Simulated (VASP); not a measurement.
A run of VASP 6.6.1:

The input INCAR:

```
ALGO = Normal
EDIFF = 1E-7
ENCUT = 520
GGA = RE
ISIF = 2
ISMEAR = 1
ISPIN = 2
IVDW = 12
LASPH = True
LCHARG = False
LDAU = True
LDAUJ = 0
LDAUL = 2
LDAUPRINT = 1
LDAUTYPE = 2
LDAUU = 7
LMAXMIX = 4
LORBIT = 11
LREAL = False
LWAVE = False
MAGMOM = -1.16
NBANDS = 16
NELM = 150
PREC = Accurate
SIGMA = 0.1
```

The input KPOINTS:

```
k-points
0
Gamma
  12 12 12
```

POSCAR

```
V
1.0
    0.0000000000      1.8568421410      1.8568421410
    1.8568421410      0.0000000000      1.8568421410
    1.8568421410      1.8568421410      0.0000000000
V
1
Direct
    0.0000000000      0.0000000000      0.0000000000
```

Potentials or basis: VASP PAW PBE potentials, release 64 (V_sv).

Command:

```bash
$ cat potpaw_PBE.64/V_sv/POTCAR > POTCAR
$ mpirun -np 1 vasp_std > vasp.out
```

Hardware: 1 thread of Intel(R) Xeon(R) 6975P-C (Granite Rapids), on a shared host.

Q: Estimate the wall time of this run.

A: Run time: 68 s on 1 thread of Intel(R) Xeon(R) 6975P-C (Granite Rapids) (shared host), peak memory 0.16 GiB. Counts: scf iterations 81, k points 72.
